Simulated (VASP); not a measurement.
Input of a VASP 6.6.1 run:

INCAR

```
SYSTEM = SiC
PREC = Accurate
ENCUT = 520
EDIFF = 1E-7
ISMEAR = -1
SIGMA = 0.02
LREAL = .False.
LASPH = .True.
NELM = 80
ALGO = Normal
ISIF = 2
LWAVE = .False.
LCHARG = .True.
LELF = .True.
LVHAR = .True.
NBANDS = 16
```

KPOINTS

```
Automatic mesh
0
Gamma
  6 6 4
  0 0 0
```

POSCAR

```
SiC
1.0
    3.0569216471      0.0000000000      0.0000000000
   -1.5284608236      2.6473718038      0.0000000000
    0.0000000000      0.0000000000      5.0147996515
Si C
2 2
Direct
    0.3333333333      0.6666666667      0.0045334805
    0.6666666667      0.3333333333      0.5045334805
    0.3333333333      0.6666666667      0.3804665195
    0.6666666667      0.3333333333      0.8804665195
```

Potentials or basis: VASP PAW LDA potentials, release 64 (Si, C).

Command:

```console
$ cat potpaw_LDA.64/Si/POTCAR potpaw_LDA.64/C/POTCAR > POTCAR
$ mpirun -np 1 vasp_std > vasp.out
```

**Question.** What does it give for the band gap on the k mesh?

**Answer.** 2.12 eV, indirect (least direct gap 3.90 eV).

**Question.** Predict the pressure.

**Answer.** 0.4 GPa.

A k mesh can miss the band edges. A hybrid or GW would open this gap; LDA tends to underestimate it.
